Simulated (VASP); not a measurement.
# BaTiO3 (P1) in VASP: single point with PBE

Aim: the single point of BaTiO3 with PBE.

Program: VASP 6.6.1. These are calculated values, not measurements. Logs are shortened: lines on timing, memory, paths and dates and some standing lists are left out, and cuts for length are marked.

### 1 The cell of the first run

The typed cell holds 5 atoms: a = 4.060 Å, b = 4.035 Å, c = 4.075 Å, α = 92.20°, β = 89.64°, γ = 88.62°.

### 2 Single point, PBE (atoms moved at random and the cell strained at random)

The input, INCAR:

```
PREC     = Accurate       # precision mode
ENCUT    = 520            # plane-wave cutoff, eV
EDIFF    = 1E-7           # SCF threshold, eV
ISMEAR   = 0              # smearing method
SIGMA    = 0.05           # smearing width, eV
LREAL    = False          # projectors in reciprocal space
LASPH    = True           # aspherical terms in the spheres
NELM     = 60             # most SCF steps
ALGO     = Normal         # electronic algorithm
ISIF     = 2              # what is computed and relaxed
LWAVE    = False          # write WAVECAR
LCHARG   = False          # write CHGCAR
GGA      = PE             # functional
NBANDS   = 28             # bands
```

The input, KPOINTS:

```
Automatic mesh
0
Gamma
  6 6 6
```

The input, POSCAR:

```
BaTiO3
1.0
    2.8357894958      1.6665382556      2.3792623633
   -2.8175641034      1.7303297966      2.3123661126
    0.0643577913     -3.3533031623      2.3152525451
Ba Ti O
1 1 3
Direct
   -0.0539800196      0.0322752065      0.0466250342
    0.5610414341      0.5799287763      0.5452059055
    0.6109905521      0.4156511255      0.9417933549
    0.4929953375      0.9641147594      0.5359048999
    0.8676526958      0.4867301322      0.4091708053
```

Potentials or basis: VASP PAW PBE potentials, release 64 (Ba_sv, Ti_sv, O).

Command:

```
cat potpaw_PBE.64/Ba_sv/POTCAR potpaw_PBE.64/Ti_sv/POTCAR potpaw_PBE.64/O/POTCAR > POTCAR
mpirun -np 1 vasp_std > vasp.out
```

OUTCAR:

```text
PREC = Accurate
   ENCUT = 520
   EDIFF = 1E-7
   ISMEAR = 0
   LREAL = False
   LASPH = True
   NELM = 60
   ISIF = 2
   GGA = PE

 ion  position               nearest neighbor table
   1  0.946  0.032  0.047-   3 2.09   5 2.32   5 2.72   4 2.73   4 2.80   3 2.88   4 3.01   4 3.03
                             2 3.14   3 3.18   2 3.21   5 3.25   2 3.30   2 3.42   2 3.63   2 3.72
   2  0.561  0.580  0.545-   5 1.40   4 1.57   3 1.78   1 3.14   1 3.21   1 3.30   1 3.42   1 3.63
                             1 3.72
   3  0.611  0.416  0.942-   2 1.78   1 2.09   1 2.88   1 3.18
   4  0.493  0.964  0.536-   2 1.57   1 2.73   1 2.80   1 3.01   1 3.03
   5  0.868  0.487  0.409-   2 1.40   1 2.32   1 2.72   1 3.25

  LATTYP: Found a triclinic cell.
 ALAT       =     9.0619082803
 B/A-ratio  =     1.0100736930
 C/A-ratio  =     1.3103758004
 COS(alpha) =     0.0005833878
 COS(beta)  =     0.5838301023
 COS(gamma) =     0.8093884474

  Lattice vectors:

 A1 = (   5.6072212003,   6.6863796735,   2.4432721815)
 A2 = (   2.8540148882,   5.0634063078,   7.0708908392)
 A3 = (   8.3422021200,   4.9124849870,  -6.8759749521)

Analysis of symmetry for initial positions (statically):
=====================================================================
 Subroutine PRICEL returns:
 Original cell was already a primitive cell.

 Routine SETGRP: Setting up the symmetry group for a
 triclinic supercell.

 Subroutine GETGRP returns: Found  1 space group operations
 (whereof  1 operations were pure point group operations)
 out of a pool of  2 trial point group operations.

The static configuration has the point symmetry C_1 .

Analysis of symmetry for dynamics (positions and initial velocities):
=====================================================================
 Subroutine PRICEL returns:
 Original cell was already a primitive cell.

 Routine SETGRP: Setting up the symmetry group for a
 triclinic supercell.

 Subroutine GETGRP returns: Found  1 space group operations
 (whereof  1 operations were pure point group operations)
 out of a pool of  2 trial point group operations.

The dynamic configuration has the point symmetry C_1 .

 Subroutine INISYM returns: Found  1 space group operations
 (whereof  1 operations are pure point group operations),
 and found     1 'primitive' translations

----------------------------------------------------------------------------------------

                                     Primitive cell

  volume of cell :      66.6836

  direct lattice vectors                    reciprocal lattice vectors
     2.835789496  1.666538256  2.379262363     0.176358376  0.100057423  0.140016188
    -2.817564103  1.730329797  2.312366113    -0.177507532  0.096162216  0.144211074
     0.064357791 -3.353303162  2.315252545    -0.003947926 -0.198866042  0.143999821

  length of vectors
     4.059549386  4.034816690  4.075435973     0.246410831  0.248098629  0.245559030

  position of ions in fractional coordinates (direct lattice)
     0.946019980  0.032275207  0.046625034
     0.561041434  0.579928776  0.545205905
     0.610990552  0.415651125  0.941793355
     0.492995337  0.964114759  0.535904900
     0.867652696  0.486730132  0.409170805

  ion indices of the primitive-cell ions
   primitive index   ion index
                 1           1
                 2           2
                 3           3
                 4           4
                 5           5

----------------------------------------------------------------------------------------

 KPOINTS: Automatic mesh

Automatic generation of k-mesh.
 Grid dimensions read from file:
 generate k-points for:    6    6    6

 Generating k-lattice:

  Cartesian coordinates                     Fractional coordinates (reciprocal lattice)
     0.029393063  0.016676237  0.023336031     0.166666667  0.000000000 -0.000000000
    -0.029584589  0.016027036  0.024035179    -0.000000000  0.166666667  0.000000000
    -0.000657988 -0.033144340  0.023999970     0.000000000  0.000000000  0.166666667

  Length of vectors
     0.041068472  0.041349772  0.040926505

  Shift w.r.t. Gamma in fractional coordinates (k-lattice)
     0.000000000  0.000000000  0.000000000

 Subroutine IBZKPT returns following result:
 ===========================================

 Found    112 irreducible k-points:

 Following reciprocal coordinates:
            Coordinates               Weight
  0.000000  0.000000  0.000000      1.000000
  0.166667 -0.000000  0.000000      2.000000
  0.333333 -0.000000  0.000000      2.000000
  0.500000 -0.000000  0.000000      1.000000
 -0.000000  0.166667  0.000000      2.000000
  0.166667  0.166667  0.000000      2.000000
[... 16 lines left out ...]
  0.333333 -0.000000  0.166667      2.000000
  0.500000  0.000000  0.166667      2.000000
 [... further k-points ...]
   k-points           NKPTS =    112   k-points in BZ     NKDIM =    112   number of bands    NBANDS=     28
   number of dos      NEDOS =    301   number of ions     NIONS =      5
   total plane-waves  NPLWV =  27000
   dimension x,y,z NGX =    30 NGY =   30 NGZ =   30
   dimension x,y,z NGXF=    60 NGYF=   60 NGZF=   60
   ions per type =               1   1   3
   NGX,Y,Z   is equivalent  to a cutoff of  12.29, 12.36, 12.24 a.u.
   NGXF,Y,Z  is equivalent  to a cutoff of  24.57, 24.72, 24.48 a.u.
 SYSTEM =  unknown system
   PREC   = accura    normal or accurate (medium, high low for compatibility)
   ISTART =      0    job   : 0-new  1-cont  2-samecut
   ICHARG =      2    charge: 1-file 2-atom 10-const
   ISPIN  =      1    spin polarized calculation?
   LNONCOLLINEAR =      F non collinear calculations
   LSORBIT =      F    spin-orbit coupling
   LASPH  =      T    aspherical Exc in radial PAW
   ENCUT  =  520.0 eV  38.22 Ry    6.18 a.u.   7.55  7.50  7.58*2*pi/ulx,y,z
   NELM   =     60;   NELMIN=  2; NELMDL= -5     # of ELM steps
   EDIFF  = 0.1E-06   stopping-criterion for ELM
   LREAL  =      F    real-space projection
   EDIFFG = 0.1E-05   stopping-criterion for IOM
   NSW    =      0    number of steps for IOM
   IBRION =     -1    ionic relax: 0-MD 1-quasi-New 2-CG
   NFREE  =      0    steps in history (QN), initial steepest desc. (CG)
   ISIF   =      2    stress and relaxation
   ISYM   =      2    0-nonsym 1-usesym 2-fastsym
   POTIM  = 0.5000    time-step for ionic-motion
   TEBEG  =    0.0;   TEEND  =   0.0 temperature during run
   PSTRESS=    0.0 pullay stress
   NELECT =      40.0000    total number of electrons
   NUPDOWN=      -1.0000    fix difference up-down
   EMIN   =  10.00;   EMAX   =-10.00  energy-range for DOS
   EFERMI =   0.00;   METHOD = LEGACY
   ISMEAR =     0;   SIGMA  =   0.05  broadening in eV -4-tet -1-fermi 0-gaus
   EFERMI_NEDOS =   21; number of points for ismear=-14 and -15
   IALGO  =     38    algorithm
   IMIX   =      4    mixing-type and parameters
     AMIX     =   0.40;   BMIX     =  1.00
     AMIX_MAG =   1.60;   BMIX_MAG =  1.00
  volume/ion in A,a.u.               =      13.34        90.00
  Fermi-wavevector in a.u.,A,eV,Ry     =   1.380665  2.609079 25.935928  1.906237
  Thomas-Fermi vector in A             =   2.505521
   LORBIT       =      0    0 simple, 1 ext, 2 COOP (PROOUT), +10 PAW based schemes
   GGA     = PE    functional components
   LHFCALC =     F    Hartree Fock is set to
   AEXX    =    0.0000 exact exchange contribution
   IVDW    =     0    specifies the selected vdW correction
   LEPSILON=     F    determine dielectric tensor
   LRPA    =     F    only Hartree local field effects (RPA)
 non-spin polarized calculation
 Gauss-broadening in eV      SIGMA  =   0.05
  energy-cutoff  :      520.00
  volume of cell :       66.68
 maximum number of plane-waves:      1819
   NGX = 15   NGY = 15   NGZ = 15

 number of electron      39.9999996 magnetization

 Free energy of the ion-electron system (eV)
  ---------------------------------------------------
  ext. energy  EPLUGINS =         0.00000000
  ---------------------------------------------------
  free energy    TOTEN  =       -31.27111676 eV

  energy without entropy =      -31.27111676  energy(sigma->0) =      -31.27111676

 E-fermi :   4.2829     XC(G=0): -10.6909

 val. band max:        3.9942013464   @ k =   0.5000   0.5000   0.5000
 cond. band min:       7.5974931196   @ k =   0.5000   0.5000   0.0000
 fundamental gap:      3.6032917731
 Fermi energy:         4.2828528617

 k-point     1 :       0.0000    0.0000    0.0000
  band No.  band energies     occupation
      1     -51.0710      2.00000
      2     -29.3223      2.00000
      3     -27.6152      2.00000
      4     -27.0674      2.00000
      5     -21.5534      2.00000
      6     -13.4074      2.00000
[... 20 lines left out ...]
     27      11.1731      0.00000
     28      12.0038      0.00000

 k-point     2 :       0.1667   -0.0000    0.0000
  band No.  band energies     occupation
      1     -51.0708      2.00000
      2     -29.3276      2.00000
      3     -27.6153      2.00000
      4     -27.0683      2.00000
      5     -21.5293      2.00000
      6     -13.4713      2.00000
[... 20 lines left out ...]
     27      11.1715      0.00000
     28      12.1607      0.00000

 k-point     3 :       0.3333   -0.0000    0.0000
  band No.  band energies     occupation
      1     -51.0704      2.00000
      2     -29.3382      2.00000
      3     -27.6157      2.00000
      4     -27.0701      2.00000
      5     -21.4802      2.00000
      6     -13.6070      2.00000
[... 20 lines left out ...]
     27      11.3955      0.00000
     28      12.0960      0.00000

 k-point     4 :       0.5000   -0.0000    0.0000
  band No.  band energies     occupation
      1     -51.0701      2.00000
      2     -29.3434      2.00000
      3     -27.6159      2.00000
      4     -27.0709      2.00000
      5     -21.4552      2.00000
      6     -13.6776      2.00000
[... 20 lines left out ...]
     27      11.7827      0.00000
     28      11.9290      0.00000

 k-point     5 :      -0.0000    0.1667    0.0000
  band No.  band energies     occupation
      1     -51.0708      2.00000
      2     -29.3238      2.00000
      3     -27.6278      2.00000
      4     -27.0667      2.00000
      5     -21.5145      2.00000
      6     -13.4910      2.00000
[... 20 lines left out ...]
     27      11.7496      0.00000
     28      12.1087      0.00000

 k-point     6 :       0.1667    0.1667    0.0000
  band No.  band energies     occupation
      1     -51.0706      2.00000
      2     -29.3286      2.00000
      3     -27.6280      2.00000
      4     -27.0676      2.00000
      5     -21.4964      2.00000
      6     -13.4739      2.00000
[... 463 lines left out ...]
      5     -21.5256      2.00000
      6     -13.4027      2.00000
[... 20 lines left out ...]
     27      11.4399      0.00000
     28      12.1692      0.00000

 k-point    22 :       0.1667    0.0000    0.1667
  band No.  band energies     occupation
      1     -51.0706      2.00000
      2     -29.3279      2.00000
      3     -27.6162      2.00000
      4     -27.0775      2.00000
      5     -21.5049      2.00000
      6     -13.4360      2.00000
[... 20 lines left out ...]
     27      11.2942      0.00000
     28      12.0056      0.00000

 k-point    23 :       0.3333   -0.0000    0.1667
  band No.  band energies     occupation
      1     -51.0701      2.00000
      2     -29.3382      2.00000
      3     -27.6165      2.00000
      4     -27.0790      2.00000
      5     -21.4606      2.00000
      6     -13.5335      2.00000
[... 20 lines left out ...]
     27      11.4061      0.00000
     28      12.0735      0.00000

 k-point    24 :       0.5000    0.0000    0.1667
  band No.  band energies     occupation
      1     -51.0699      2.00000
      2     -29.3437      2.00000
      3     -27.6167      2.00000
      4     -27.0793      2.00000
      5     -21.4370      2.00000
      6     -13.5899      2.00000
[... 20 lines left out ...]
     27      11.8035      0.00000
     28      12.1839      0.00000

 [... further k-points ...]
[... 5 lines left out ...]
  --------------------------------------------------------------------------------------
  -------------------------------------------------------------------------------------
  Total       50.1911626     25.4791383     18.0916281      9.3186996      1.6069710     -3.2355907
  in kB     1205.9204641    612.1757834    434.6794030    223.8961986     38.6099684    -77.7400808
  external PRESSURE =     750.9252169 kB  Pullay stress =       0.0000000 kB

 VOLUME and BASIS-vectors are now :
 -----------------------------------------------------------------------------
  energy-cutoff  :      520.00
  volume of cell :       66.68
      direct lattice vectors                 reciprocal lattice vectors
     2.835789496  1.666538256  2.379262363     0.176358376  0.100057423  0.140016188
    -2.817564103  1.730329797  2.312366113    -0.177507532  0.096162216  0.144211074
     0.064357791 -3.353303162  2.315252545    -0.003947926 -0.198866042  0.143999821

 POSITION                                       TOTAL-FORCE (eV/Angst)
 -----------------------------------------------------------------------------------
      2.59478      1.47608      2.43341         6.290477      0.801582     -0.262164
     -0.00790      0.11022      3.93816       -12.350865    -18.803649    -13.124915
      0.62213     -1.42067      4.59533        -6.062346     -1.657547      0.296178
     -1.28393      0.69278      4.64311        -9.165888      4.598273      4.347073
      1.11542      0.91611      4.13721        21.288622     15.061341      8.743828
 -----------------------------------------------------------------------------------
    total drift:                                0.001125     -0.000629      0.000288

  FREE ENERGIE OF THE ION-ELECTRON SYSTEM (eV)
  ---------------------------------------------------
  free  energy   TOTEN  =       -31.2711167582 eV

  energy  without entropy=      -31.2711167582  energy(sigma->0) =      -31.27111676
```

Wall time 3.3 min (1 thread of Intel Xeon Platinum 8259CL at 2.50GHz (Skylake/Cascade Lake), shared host); peak memory 0.32 GiB.

Results:

* Free energy: -31.2711 eV
* Pressure: 75.1 GPa
* Largest force: 27.505 eV/Å
* Band gap on the k mesh: 3.60 eV, indirect (least direct gap 3.91 eV)

Forces on the atoms (eV/Å):
```
Ba    6.290   0.802  -0.262
Ti  -12.351 -18.804 -13.125
O    -6.062  -1.658   0.296
O    -9.166   4.598   4.347
O    21.289  15.061   8.744
```

Caveat: the cell differs from its parent crystal (atoms moved at random and the cell strained at random); spin-orbit coupling is left out, which moves the levels of the heavy elements; forces of over 1 eV/Å act on the atoms, so gaps and moduli don't describe the material at rest.
